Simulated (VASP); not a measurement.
Here is a VASP 6.6.1 calculation.

INCAR

```
  PREC = Accurate
  ENCUT = 600
  EDIFF = 1E-6
  ISMEAR = 0
  SIGMA = 0.02
  LREAL = F
  LASPH = T
  NELM = 120
  ALGO = Normal
  ISIF = 2
  LWAVE = F
  LCHARG = F
  GGA = PE
  NBANDS = 11
  GGA_COMPAT = F
```

KPOINTS

```
Automatic mesh
0
Gamma
  4 4 4
```

Contents of POSCAR:

```
AlN
1.0
    0.0000000000      2.1839935596      2.1839935596
    2.1839935596      0.0000000000      2.1839935596
    2.1839935596      2.1839935596      0.0000000000
Al N
1 1
Direct
    0.0000000000      0.0000000000      0.0000000000
    0.7500000000      0.7500000000      0.7500000000
```

Potentials or basis: VASP PAW PBE potentials, release 64 (Al, N).

The run is started by

```sh
$ cat potpaw_PBE.64/Al/POTCAR potpaw_PBE.64/N/POTCAR > POTCAR
$ mpirun -np 1 vasp_std > vasp.out
```

(1) Estimate the band gap on the k mesh.

(2) Predict the pressure.

Answers

(1) 3.29 eV, indirect (least direct gap 4.18 eV).

(2) 4.5 GPa.

Caveat: the k points lie up to 0.62 Å⁻¹ apart.
